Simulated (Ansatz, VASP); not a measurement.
SnO2 in VASP and in Ansatz

```
Sn O
1.0
     4.73735    0.00000    0.00000
     0.00000    4.73735    0.00000
     0.00000    0.00000    3.15454
Sn O
2 4
Direct
  0.00000 0.00000 0.00000
  0.50000 0.50000 0.50000
  0.30562 0.30562 0.00000
  0.19438 0.80562 0.50000
  0.69438 0.69438 0.00000
  0.80562 0.19438 0.50000
```

Change from the starting cell: zz strain of -1 %.

Alike in both runs: task single point; functional PBE; k mesh 4 × 4 × 6; occupations fermi-dirac, width 0.03 eV; no spin polarisation.

|  | VASP | Ansatz |
| --- | --- | --- |
| version | VASP 6.6.1 | Ansatz 0.2.0 |
| potentials or method | VASP PAW PBE potentials, release 64 (Sn_d, O), cutoff 520 eV | all-electron LAPW, scalar-relativistic |

VASP gave:

```
gap on the k mesh at the Fermi level (eV)                     : 1.39
pressure (GPa)                                                : 14.3
traceless stress, the component that is largest in VASP (GPa) : 3.84
rms of the force components (eV/Å)                            : 0.067
```

Task: Which values does Ansatz return?

Result: gap on the k mesh at the Fermi level (eV): 1.41; pressure (GPa): 13.6; traceless stress, the component that is largest in VASP (GPa): 3.60; rms of the force components (eV/Å): 0.057.

Atom by atom the forces differ by 0.010 eV/Å (rms over components). Ansatz ran all-electron here, and VASP with PAW potentials.
